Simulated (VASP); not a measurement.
The system is AlN.

```
Al N
1.0
     3.12989    0.00000   -0.46948
    -1.56494    2.71056    0.23474
    -0.75254    0.00000    4.81628
Al N
2 2
Cartesian
  -0.0013 1.8070 0.0083
  1.1874 0.9035 2.1817
  -0.2884 1.8070 1.8459
  0.9002 0.9035 4.0193
```

This cell differs from its parent crystal: engineering shear strain xz -0.3000, normal strain along z -0.0400.

| Property | Result |
| --- | --- |
| Program | VASP 6.6.1 |
| Task | relaxation of the atoms |
| Functional | PBE |
| Potentials or basis | VASP PAW PBE potentials, release 64 (Al, N) |
| Cutoff | 520 eV |
| k mesh | 9 × 9 × 6 |
| Occupations | gaussian, width 0.05 eV |
| Spin | no spin polarisation |

At the start: pressure 16.3 GPa; volume 9.98 Å³/atom.

How do energy, volume and symmetry change on relaxing?

Over 12 steps the energy falls by 64.2 meV/atom at a fixed cell; space group Cc (No. 9, to 0.1 Å) before and after.

Step by step:
```
step  energy change (eV)  largest force (eV/Å)  pressure (GPa)
   1              0.0000                2.3794           16.25
   2             -0.0589                2.0653           12.34
   3             -0.2424                0.3959           12.11
   4             -0.2526                0.1465           11.15
   5             -0.2527                0.1692           11.07
   6             -0.2544                0.0861           10.89
   7             -0.2546                0.1214           10.82
   8             -0.2561                0.0626           10.88
   9             -0.2566                0.0150           10.94
  10             -0.2566                0.0155           10.94
  11             -0.2566                0.0124           10.97
  12             -0.2566                0.0060           10.96
```

Final structure:
```
Al N
1.0
     3.12989    0.00000   -0.46948
    -1.56494    2.71056    0.23474
    -0.75254    0.00000    4.81628
Al N
2 2
Direct
  0.35112 0.66638 0.00381
  0.68474 0.33362 0.50381
  0.32608 0.68801 0.38119
  0.63806 0.31199 0.88119
```

Caveat: the cell differs from its parent crystal (engineering shear strain xz -0.3000, normal strain along z -0.0400).
